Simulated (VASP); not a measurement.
Input of a VASP 6.6.1 run:

File INCAR:

```
PREC = Accurate ; ENCUT = 500
EDIFF = 1E-6 ; ISMEAR = 0
SIGMA = 0.02 ; LREAL = F
LASPH = T ; NELM = 120
ALGO = Normal ; ISIF = 2
LWAVE = F ; LCHARG = F
GGA = PS ; NBANDS = 16
GGA_COMPAT = F
```

The input KPOINTS:

```
Automatic mesh
0
Gamma
  10 10 10
```

The input POSCAR:

```
InP
1.0
    0.0000000000      2.9392576434      2.9392576434
    2.9392576434      0.0000000000      2.9392576434
    2.9392576434      2.9392576434      0.0000000000
In P
1 1
Direct
    0.0000000000      0.0000000000      0.0000000000
    0.2500000000      0.2500000000      0.2500000000
```

Potentials or basis: VASP PAW PBE potentials, release 64 (In_d, P).

Run with:

```console
$ cat potpaw_PBE.64/In_d/POTCAR potpaw_PBE.64/P/POTCAR > POTCAR
$ mpirun -np 1 vasp_std > vasp.out
```

Estimate the pressure.

0.0 GPa.

Estimate the band gap on the k mesh.

0.57 eV, direct.

Caveat: the PAW data sets were made with another functional, which shifts forces and pressure a little; spin-orbit coupling is left out, which moves the levels of the heavy elements.
